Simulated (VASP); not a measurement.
Runs of VASP 6.6.1 on TiO2. It takes space group Fm-3m (No. 225, cubic). Conventional cell: a = 4.794 Å, b = 4.794 Å, c = 4.794 Å, α = 90.00°, β = 90.00°, γ = 90.00°. Within 2.7 Å of Ti (site symmetry m-3m) lie 8 O at 2.08 Å. O (site symmetry -43m) has 4 Ti at 2.08 Å and 6 O at 2.40 Å within 2.7 Å. 

```tsv
level	k mesh	cutoff (eV)	smearing	grid for exact exchange (PRECFOCK)	share of exact exchange	screening parameter	gap on the mesh (eV)	pressure (GPa)
PBE-based screened hybrid	4 × 4 × 4	520	gaussian 0.01 eV	Normal	0.4	0.3 1/Å	3.22	(a)
r2SCAN	6 × 6 × 6	660	methfessel-paxton 0.216 eV	-	-	-	1.55	1.2
r2SCAN	6 × 6 × 6	520	gaussian 0.2 eV	-	-	-	1.54	(b)
PBE-based screened hybrid	4 × 4 × 4	520	gaussian 0.01 eV	Normal	0.5	0.2078 1/Å	4.31	-11.9
PBE-based screened hybrid	4 × 4 × 4	520	gaussian 0.01 eV	Normal	0.75	0.2078 1/Å	(c)	-19.8
```

Alike in all rows: task single point; potentials or basis VASP PAW PBE potentials, release 64 (Ti_sv, O); no spin polarisation; cell as given.

**Question.** Fill in the values left out.

**Answer.** (a) -7.8; (b) 1.5; (c) 6.19.

Caveats: some runs use coarse meshes; the PAW data sets were made with another functional, which shifts forces and pressure a little.

A k mesh can miss the band edges.
